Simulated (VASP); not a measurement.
Crystal: BaTiO3.

```
Ba Ti O
1.0
     3.94574    0.00000    0.00000
     0.00000    3.94574    0.00000
     0.00000    0.00000    3.96370
Ba Ti O
1 1 3
Direct
  0.00000 0.00000 0.00000
  0.50000 0.50000 0.49000
  0.00000 0.50000 0.51700
  0.50000 0.00000 0.51700
  0.50000 0.50000 0.01900
```

Base run:

| Item | Value |
| --- | --- |
| Program | VASP 6.6.1 |
| Functional | revPBE |
| Dispersion | D4 |
| Potentials or basis | VASP PAW PBE potentials, release 64 (Ba_sv, Ti_sv, O) |
| Cutoff | 520 eV |
| k mesh | 7 × 7 × 7 |
| Occupations | fermi-dirac, width 0.05 eV |
| Spin | no spin polarisation |

Its results: band gap on the k mesh 1.98 eV, indirect (least direct gap 2.14 eV); pressure 9.4 GPa; largest force 0.104 eV/Å.

Question: The run is repeated on the same cell with these changes: functional from revPBE to BLYP. What comes out?

Answer: Band gap on the k mesh 1.98 eV, indirect (least direct gap 2.13 eV); pressure 12.5 GPa; largest force 0.146 eV/Å.

Caveats: the PAW data sets were made with another functional, which shifts forces and pressure a little; spin-orbit coupling is left out, which moves the levels of the heavy elements.

A k mesh can miss the band edges.
